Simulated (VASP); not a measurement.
# Al3GaN4 (P-4) in VASP: notebook

Al3GaN4 is run at these levels: PBEsol; tasks: single point.

Everything below comes from runs of VASP 6.6.1. Logs are shortened: lines on timing, memory, paths and dates and some standing lists are left out, and cuts for length are marked.

## 1. The cell of the first run

It takes space group P-4 (No. 81, tetragonal). Conventional cell: a = 4.407 Å, b = 4.407 Å, c = 4.407 Å, α = 90.00°, β = 90.00°, γ = 90.00°. Al (site symmetry 2) has 4 N at 1.87 to 1.94 Å within 2.5 Å. Within 2.5 Å of Al (site symmetry -4) lie 4 N at 1.90 Å. Ga (site symmetry -4) has 4 N at 1.95 Å within 2.6 Å. N (site symmetry 1) has 3 Al at 1.87 to 1.94 Å and 1 Ga at 1.95 Å within 2.5 Å.

## 2. Single point, PBEsol (atoms displaced along a vibrational mode)

The input, INCAR:

```
ALGO     = Normal         # electronic algorithm
EDIFF    = 1E-6           # SCF threshold, eV
ENCUT    = 520            # plane-wave cutoff, eV
GGA      = PS             # functional
ISIF     = 2              # what is computed and relaxed
ISMEAR   = 0              # smearing method
LASPH    = True           # aspherical terms in the spheres
LCHARG   = True           # write CHGCAR
LELF     = True           # ELF
LREAL    = False          # projectors in reciprocal space
LVHAR    = True         
LWAVE    = False          # write WAVECAR
NBANDS   = 31             # bands
NELM     = 80             # most SCF steps
PREC     = Accurate       # precision mode
SIGMA    = 0.05           # smearing width, eV
```

The input, KPOINTS:

```
k-points
0
Gamma
  6 6 6
```

The input, POSCAR:

```
Al3GaN4
1.0
    4.4069948456      0.0000000000      0.0000000000
    0.0000000000      4.4069948456      0.0000000000
    0.0000000000      0.0000000000      4.4069948456
Al Ga N
3 1 4
Direct
    0.4546176007      0.5000000000      0.0000000000
    0.5453823993      0.0000000000      0.5000000000
    0.0000000000      0.5000000000      0.5000000000
    0.0000000000      0.0000000000      0.0000000000
    0.7447077177      0.7291304240      0.2397149886
    0.7447077177      0.2708695760      0.7602850114
    0.2552922823      0.7602850114      0.7291304240
    0.2552922823      0.2397149886      0.2708695760
```

Potentials or basis: VASP PAW PBE potentials, release 64 (Al, Ga_d, N).

Started as:

```bash
cat potpaw_PBE.64/Al/POTCAR potpaw_PBE.64/Ga_d/POTCAR potpaw_PBE.64/N/POTCAR > POTCAR
mpirun -np 1 vasp_std > vasp.out
```

OUTCAR:

```text
EDIFF = 1E-6
   ENCUT = 520
   GGA = PS
   ISIF = 2
   ISMEAR = 0
   LASPH = True
   LREAL = False
   NELM = 80
   PREC = Accurate

 ion  position               nearest neighbor table
   1  0.455  0.500  0.000-   7 1.87   8 1.87   5 1.94   6 1.94   3 2.98   4 2.98   3 2.98   4 2.98
                             2 3.14   2 3.14   2 3.14   2 3.14   3 3.26   3 3.26
   2  0.545  0.000  0.500-   5 1.87   6 1.87   7 1.94   8 1.94   3 2.98   4 2.98   4 2.98   3 2.98
                             1 3.14   1 3.14   1 3.14   1 3.14   3 3.26   3 3.26
   3  0.000  0.500  0.500-   5 1.90   6 1.90   7 1.90   8 1.90   1 2.98   2 2.98   1 2.98   2 2.98
                             4 3.12   4 3.12   4 3.12   4 3.12   2 3.26   2 3.26   1 3.26   1 3.26
   4  0.000  0.000  0.000-   5 1.95   6 1.95   7 1.95   8 1.95   1 2.98   2 2.98   2 2.98   1 2.98
                             3 3.12   3 3.12   3 3.12   3 3.12
   5  0.745  0.729  0.240-   2 1.87   3 1.90   1 1.94   4 1.95
   6  0.745  0.271  0.760-   2 1.87   3 1.90   1 1.94   4 1.95
   7  0.255  0.760  0.729-   1 1.87   3 1.90   2 1.94   4 1.95
   8  0.255  0.240  0.271-   1 1.87   3 1.90   2 1.94   4 1.95

  LATTYP: Found a simple cubic cell.
 ALAT       =     4.4069948456

  Lattice vectors:

 A1 = (   4.4069948456,   0.0000000000,   0.0000000000)
 A2 = (   0.0000000000,   4.4069948456,   0.0000000000)
 A3 = (   0.0000000000,   0.0000000000,   4.4069948456)

Analysis of symmetry for initial positions (statically):
=====================================================================
 Subroutine PRICEL returns:
 Original cell was already a primitive cell.

 Routine SETGRP: Setting up the symmetry group for a
 simple cubic supercell.

 Subroutine GETGRP returns: Found  4 space group operations
 (whereof  4 operations were pure point group operations)
 out of a pool of 48 trial point group operations.

The static configuration has the point symmetry S_4 .

Analysis of symmetry for dynamics (positions and initial velocities):
=====================================================================
 Subroutine PRICEL returns:
 Original cell was already a primitive cell.

 Routine SETGRP: Setting up the symmetry group for a
 simple cubic supercell.

 Subroutine GETGRP returns: Found  4 space group operations
 (whereof  4 operations were pure point group operations)
 out of a pool of 48 trial point group operations.

The dynamic configuration has the point symmetry S_4 .

 Subroutine INISYM returns: Found  4 space group operations
 (whereof  4 operations are pure point group operations),
 and found     1 'primitive' translations

----------------------------------------------------------------------------------------

                                     Primitive cell

  volume of cell :      85.5909

  direct lattice vectors                    reciprocal lattice vectors
     4.406994846  0.000000000  0.000000000     0.226911997  0.000000000  0.000000000
     0.000000000  4.406994846  0.000000000     0.000000000  0.226911997  0.000000000
     0.000000000  0.000000000  4.406994846     0.000000000  0.000000000  0.226911997

  length of vectors
     4.406994846  4.406994846  4.406994846     0.226911997  0.226911997  0.226911997

  position of ions in fractional coordinates (direct lattice)
     0.454617601  0.500000000  0.000000000
     0.545382399  0.000000000  0.500000000
     0.000000000  0.500000000  0.500000000
     0.000000000  0.000000000  0.000000000
     0.744707718  0.729130424  0.239714989
     0.744707718  0.270869576  0.760285011
     0.255292282  0.760285011  0.729130424
     0.255292282  0.239714989  0.270869576

  ion indices of the primitive-cell ions
   primitive index   ion index
                 1           1
                 2           2
                 3           3
                 4           4
                 5           5
                 6           6
                 7           7
                 8           8

----------------------------------------------------------------------------------------

 KPOINTS: k-points

Automatic generation of k-mesh.
 Grid dimensions read from file:
 generate k-points for:    6    6    6

 Generating k-lattice:

  Cartesian coordinates                     Fractional coordinates (reciprocal lattice)
     0.037818666  0.000000000  0.000000000     0.166666667  0.000000000  0.000000000
     0.000000000  0.037818666  0.000000000     0.000000000  0.166666667  0.000000000
     0.000000000  0.000000000  0.037818666     0.000000000  0.000000000  0.166666667

  Length of vectors
     0.037818666  0.037818666  0.037818666

  Shift w.r.t. Gamma in fractional coordinates (k-lattice)
     0.000000000  0.000000000  0.000000000

 Subroutine IBZKPT returns following result:
 ===========================================

 Found     44 irreducible k-points:

 Following reciprocal coordinates:
            Coordinates               Weight
  0.000000  0.000000  0.000000      1.000000
  0.166667  0.000000  0.000000      2.000000
  0.000000  0.166667  0.000000      4.000000
  0.333333  0.000000  0.000000      2.000000
  0.000000  0.333333  0.000000      4.000000
  0.500000  0.000000  0.000000      1.000000
[... 16 lines left out ...]
  0.000000  0.500000  0.500000      1.000000
  0.166667  0.166667  0.166667      8.000000
 [... further k-points ...]
   k-points           NKPTS =     44   k-points in BZ     NKDIM =     44   number of bands    NBANDS=     31
   number of dos      NEDOS =    301   number of ions     NIONS =      8
   total plane-waves  NPLWV =  46656
   dimension x,y,z NGX =    36 NGY =   36 NGZ =   36
   dimension x,y,z NGXF=    72 NGYF=   72 NGZF=   72
   ions per type =               3   1   4
   NGX,Y,Z   is equivalent  to a cutoff of  13.58, 13.58, 13.58 a.u.
   NGXF,Y,Z  is equivalent  to a cutoff of  27.16, 27.16, 27.16 a.u.
 SYSTEM =  unknown system
   PREC   = accura    normal or accurate (medium, high low for compatibility)
   ISTART =      0    job   : 0-new  1-cont  2-samecut
   ICHARG =      2    charge: 1-file 2-atom 10-const
   ISPIN  =      1    spin polarized calculation?
   LNONCOLLINEAR =      F non collinear calculations
   LSORBIT =      F    spin-orbit coupling
   LASPH  =      T    aspherical Exc in radial PAW
   ENCUT  =  520.0 eV  38.22 Ry    6.18 a.u.   8.19  8.19  8.19*2*pi/ulx,y,z
   NELM   =     80;   NELMIN=  2; NELMDL= -5     # of ELM steps
   EDIFF  = 0.1E-05   stopping-criterion for ELM
   LREAL  =      F    real-space projection
   EDIFFG = 0.1E-04   stopping-criterion for IOM
   NSW    =      0    number of steps for IOM
   IBRION =     -1    ionic relax: 0-MD 1-quasi-New 2-CG
   NFREE  =      0    steps in history (QN), initial steepest desc. (CG)
   ISIF   =      2    stress and relaxation
   ISYM   =      2    0-nonsym 1-usesym 2-fastsym
   POTIM  = 0.5000    time-step for ionic-motion
   TEBEG  =    0.0;   TEEND  =   0.0 temperature during run
   PSTRESS=    0.0 pullay stress
   NELECT =      42.0000    total number of electrons
   NUPDOWN=      -1.0000    fix difference up-down
   EMIN   =  10.00;   EMAX   =-10.00  energy-range for DOS
   EFERMI =   0.00;   METHOD = LEGACY
   ISMEAR =     0;   SIGMA  =   0.05  broadening in eV -4-tet -1-fermi 0-gaus
   EFERMI_NEDOS =   21; number of points for ismear=-14 and -15
   IALGO  =     38    algorithm
   IMIX   =      4    mixing-type and parameters
     AMIX     =   0.40;   BMIX     =  1.00
     AMIX_MAG =   1.60;   BMIX_MAG =  1.00
  volume/ion in A,a.u.               =      10.70        72.20
  Fermi-wavevector in a.u.,A,eV,Ry     =   1.291265  2.440137 22.685883  1.667365
  Thomas-Fermi vector in A             =   2.423046
   LORBIT       =      0    0 simple, 1 ext, 2 COOP (PROOUT), +10 PAW based schemes
   GGA     = PS    functional components
   LHFCALC =     F    Hartree Fock is set to
   AEXX    =    0.0000 exact exchange contribution
   IVDW    =     0    specifies the selected vdW correction
   LEPSILON=     F    determine dielectric tensor
   LRPA    =     F    only Hartree local field effects (RPA)
 non-spin polarized calculation
 Gauss-broadening in eV      SIGMA  =   0.05
  energy-cutoff  :      520.00
  volume of cell :       85.59
 maximum number of plane-waves:      2325
 NGX is ok and might be reduce to    36
   NGX = 17   NGY = 17   NGZ = 17

 number of electron      41.9999988 magnetization

 Free energy of the ion-electron system (eV)
  ---------------------------------------------------
  ext. energy  EPLUGINS =         0.00000000
  ---------------------------------------------------
  free energy    TOTEN  =       -59.42334462 eV

  energy without entropy =      -59.42334462  energy(sigma->0) =      -59.42334462

 E-fermi :   5.9590     XC(G=0): -11.3415

 val. band max:        5.6835170741   @ k =   0.0000   0.1667   0.1667
 cond. band min:       8.8041963800   @ k =   0.0000   0.0000   0.0000
 fundamental gap:      3.1206793059
 Fermi energy:         5.9590162122

 k-point     1 :       0.0000    0.0000    0.0000
  band No.  band energies     occupation
      1      -9.5201      2.00000
      2      -7.7791      2.00000
      3      -7.7711      2.00000
      4      -7.7711      2.00000
      5      -7.0086      2.00000
      6      -7.0047      2.00000
[... 23 lines left out ...]
     30      17.3637      0.00000
     31      17.4217      0.00000

 k-point     2 :       0.1667    0.0000    0.0000
  band No.  band energies     occupation
      1      -9.3919      2.00000
      2      -7.8356      2.00000
      3      -7.7782      2.00000
      4      -7.7782      2.00000
      5      -7.0074      2.00000
      6      -6.9997      2.00000
[... 23 lines left out ...]
     30      17.5448      0.00000
     31      17.5450      0.00000

 k-point     3 :       0.0000    0.1667    0.0000
  band No.  band energies     occupation
      1      -9.3917      2.00000
      2      -7.8307      2.00000
      3      -7.7817      2.00000
      4      -7.7788      2.00000
      5      -7.0054      2.00000
      6      -7.0018      2.00000
[... 703 lines left out ...]
     30      15.9035      0.00000
     31      16.8034      0.00000

 k-point    24 :       0.1667    0.1667    0.1667
  band No.  band energies     occupation
      1      -9.1514      2.00000
      2      -7.8741      2.00000
      3      -7.8463      2.00000
      4      -7.7771      2.00000
      5      -6.9995      2.00000
      6      -6.9954      2.00000
[... 23 lines left out ...]
     30      17.5256      0.00000
     31      17.6326      0.00000

 [... further k-points ...]
[... 5 lines left out ...]
  --------------------------------------------------------------------------------------
  -------------------------------------------------------------------------------------
  Total       -1.0117566      0.0563356      0.0563356      0.0000000     -0.0000007      0.0000000
  in kB      -18.9390859      1.0545461      1.0545461      0.0000000     -0.0000140      0.0000000
  external PRESSURE =      -5.6099979 kB  Pullay stress =       0.0000000 kB

 VOLUME and BASIS-vectors are now :
 -----------------------------------------------------------------------------
  energy-cutoff  :      520.00
  volume of cell :       85.59
      direct lattice vectors                 reciprocal lattice vectors
     4.406994846  0.000000000  0.000000000     0.226911997  0.000000000  0.000000000
     0.000000000  4.406994846  0.000000000     0.000000000  0.226911997  0.000000000
     0.000000000  0.000000000  4.406994846     0.000000000  0.000000000  0.226911997

 POSITION                                       TOTAL-FORCE (eV/Angst)
 -----------------------------------------------------------------------------------
      2.00350      2.20350      0.00000         2.069653      0.000000      0.000000
      2.40350      0.00000      2.20350        -2.069653      0.000000      0.000000
      0.00000      2.20350      2.20350         0.000000      0.000000     -0.000000
      0.00000      0.00000      0.00000         0.000000      0.000000      0.000000
      3.28192      3.21327      1.05642        -0.000496      0.383482      0.410669
      3.28192      1.19372      3.35057        -0.000496     -0.383482     -0.410669
      1.12507      3.35057      3.21327         0.000496     -0.410669      0.383482
      1.12507      1.05642      1.19372         0.000496      0.410669     -0.383482
 -----------------------------------------------------------------------------------
    total drift:                                0.000000      0.000000      0.000000

  FREE ENERGIE OF THE ION-ELECTRON SYSTEM (eV)
  ---------------------------------------------------
  free  energy   TOTEN  =       -59.4233446245 eV

  energy  without entropy=      -59.4233446245  energy(sigma->0) =      -59.42334462
```

Run time: 3.1 min. Hardware: 1 thread of Intel Xeon 8259CL, shared host; peak memory 0.26 GiB.

What came out:

* Free energy: -59.4233 eV
* Pressure: -0.6 GPa
* Largest force: 2.070 eV/Å
* Band gap on the k mesh: 3.12 eV (least direct gap 3.13 eV)

Forces in eV/Å, atoms in the order of the input:
```
Al   2.070  0.000  0.000
Al  -2.070  0.000  0.000
Al   0.000  0.000  0.000
Ga   0.000  0.000  0.000
N    0.000  0.383  0.411
N    0.000 -0.383 -0.411
N    0.000 -0.411  0.383
N    0.000  0.411 -0.383
```

Stress tensor (GPa, compression positive):
```
-1.89  0.00  0.00
 0.00  0.11  0.00
 0.00  0.00  0.11
```

Levels at points of the mesh, in eV from the valence-band top:
```csv
k point,band 18,band 19,band 20,band 21,band 22,band 23,band 24,band 25
"(0.00, 0.00, 0.00)",-1.95,-0.02,-0.01,-0.01,3.12,3.20,3.20,3.22
"(0.50, 0.00, 0.00)",-1.20,-1.20,-0.97,-0.97,5.29,5.41,5.93,5.93
"(0.00, 0.50, 0.00)",-1.21,-1.21,-0.94,-0.93,5.31,5.37,5.85,5.86
"(0.50, 0.50, 0.00)",-0.84,-0.59,-0.52,-0.49,7.06,7.15,7.27,7.39
"(0.00, 0.50, 0.50)",-0.80,-0.57,-0.57,-0.51,6.67,6.67,7.13,7.54
"(0.50, 0.50, 0.50)",-0.57,-0.41,-0.41,-0.35,5.39,6.46,6.46,6.86
```

Caveat: the cell differs from its parent crystal (atoms displaced along a vibrational mode); the PAW data sets were made with another functional, which shifts forces and pressure a little. A k mesh can miss the band edges.

(Part 1 of 2 ends here.)
